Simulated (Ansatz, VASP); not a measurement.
## Two plane-wave programs on Cd2HgTe3

```
CELL_PARAMETERS angstrom
4.68910 0.00000 0.00000
-2.34455 4.06088 0.00000
0.00000 0.00000 11.46309
ATOMIC_POSITIONS crystal
Cd 0.33333 0.66667 0.66600
Cd 0.66667 0.33333 0.33338
Hg 0.00000 0.00000 0.99999
Te 0.33333 0.66667 0.91581
Te 0.66667 0.33333 0.58368
Te 0.00000 0.00000 0.25113
```

Alike in both runs: functional PBE; k mesh 6 × 6 × 2; occupations gaussian, width 0.1 eV; no spin polarisation.

Ansatz relaxed the structure, and its values are those at the end. VASP's run is a single point on that final structure, the one shown.

|  | VASP | Ansatz |
| --- | --- | --- |
| version | VASP 6.6.1 | Ansatz 0.2.0 |
| potentials or method | VASP PAW PBE potentials, release 64 (Cd, Hg, Te), cutoff 520 eV | scalar-relativistic, plane waves, PAW |
| valence electrons in the cell | 54 | 108 |

```csv
,VASP,Ansatz,Ansatz less VASP
gap on the k mesh at the Fermi level (eV),none,none,-
pressure (GPa),0.2,0.1,-0.09
rms of the force components (eV/Å),0.003,0.003,-0.0009
```

A gap of «none» marks a metal or a gap that the smearing closes. VASP's potentials hold 54 valence electrons a cell and Ansatz's 108, so a difference there can come from the potentials and not from the codes.

Spin-orbit coupling is off throughout.
